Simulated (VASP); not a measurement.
Set up this calculation in VASP 6.6.1, as the native input.

```
Task                   : single point
Functional             : PBE
Potentials or basis    : VASP PAW PBE potentials, release 64 (Ti_sv, B)
Cutoff                 : 520 eV
k mesh                 : 18 × 18 × 14
Occupations            : gaussian, width 0.15 eV
Spin                   : no spin polarisation
Dipole correction      : no
Further INCAR settings : ALGO = Normal; EDIFF = 1e-06; NBANDS = 16
```

The structure of TiB2 lies in POSCAR:

```
TiB2
1.0
    3.0318048529      0.0000000000      0.0000000000
   -1.5159024265      2.6715683723      0.0000000000
    0.0000000000      0.0000000000      3.2242295241
Ti B
1 2
Direct
    0.0000000000      0.0000000000      0.0000000000
    0.3333333333      0.6666666667      0.5000000000
    0.6666666667      0.3333333333      0.5000000000
```

This cell differs from its parent crystal: strain +0.0175 x Voigt [0, 1, 0, 0, 0, 0].

These files were run (other wordings do the same):

INCAR

```
PREC     = Accurate       # precision mode
ENCUT    = 520            # plane-wave cutoff, eV
EDIFF    = 1E-6           # SCF threshold, eV
ISMEAR   = 0              # smearing method
SIGMA    = 0.15           # smearing width, eV
LREAL    = False          # projectors in reciprocal space
LASPH    = True           # aspherical terms in the spheres
NELM     = 80             # most SCF steps
ALGO     = Normal         # electronic algorithm
ISIF     = 2              # what is computed and relaxed
LWAVE    = False          # write WAVECAR
LCHARG   = True           # write CHGCAR
GGA      = PE             # functional
LELF     = True           # ELF
LVHAR    = True         
NBANDS   = 16             # bands
```

KPOINTS

```
Automatic mesh
0
Gamma
  18 18 14
```

Potentials or basis: VASP PAW PBE potentials, release 64 (Ti_sv, B).

Launch:

```console
$ cat potpaw_PBE.64/Ti_sv/POTCAR potpaw_PBE.64/B/POTCAR > POTCAR
$ mpirun -np 1 vasp_std > vasp.out
```

Results of the run:

```json
{"Pressure": "-4.3 GPa", "Largest force": "0.037 eV/Å", "Band gap on the k mesh": "zero (band 9 reaches 10.11 eV, above the bottom of band 10 at 9.61 eV)"}
```

Caveat: the cell differs from its parent crystal (strain +0.0175 x Voigt [0, 1, 0, 0, 0, 0]).

Run time: 2 min on 1 thread of AMD EPYC 9R45 96-Core Processor (Zen 5), with other jobs on the host, peak memory 0.36 GiB.
